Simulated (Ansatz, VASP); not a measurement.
BaTe in VASP and in Ansatz

```
CELL_PARAMETERS angstrom
4.90930 0.00000 0.00000
0.00000 4.90930 0.00000
0.00000 0.00000 25.41419
ATOMIC_POSITIONS crystal
Ba 0.50000 0.50000 0.29824
Ba 0.00000 0.00000 0.43107
Ba 0.50000 0.50000 0.56893
Ba 0.00000 0.00000 0.70176
Te 0.00000 0.00000 0.29491
Te 0.50000 0.50000 0.43207
Te 0.00000 0.00000 0.56793
Te 0.50000 0.50000 0.70509
```

Alike in both runs: functional PBEsol; k mesh 6 × 6 × 1; occupations gaussian, width 0.05 eV; no spin polarisation.

Ansatz relaxed the structure, and its values are those at the end. VASP's run is a single point on that final structure, the one shown.

|  | VASP | Ansatz |
| --- | --- | --- |
| version | VASP 6.6.1 | Ansatz 0.2.0 |
| potentials or method | VASP PAW PBE potentials, release 64 (Ba_sv, Te), cutoff 520 eV | scalar-relativistic, plane waves, PAW |
| valence electrons in the cell | 64 | 104 |

Ansatz gave:

- gap on the k mesh at the Fermi level (eV): 1.50
- least direct gap on the mesh (eV): 1.50
- rms of the force components (eV/Å): 0.004

Q: Estimate VASP's values.

A: gap on the k mesh at the Fermi level (eV): 1.42; least direct gap on the mesh (eV): 1.42; rms of the force components (eV/Å): 0.010.

VASP's potentials were made for PBE, not for PBEsol. VASP's potentials hold 64 valence electrons a cell and Ansatz's 104, so a difference there can come from the potentials and not from the codes.

Spin-orbit coupling is off throughout.
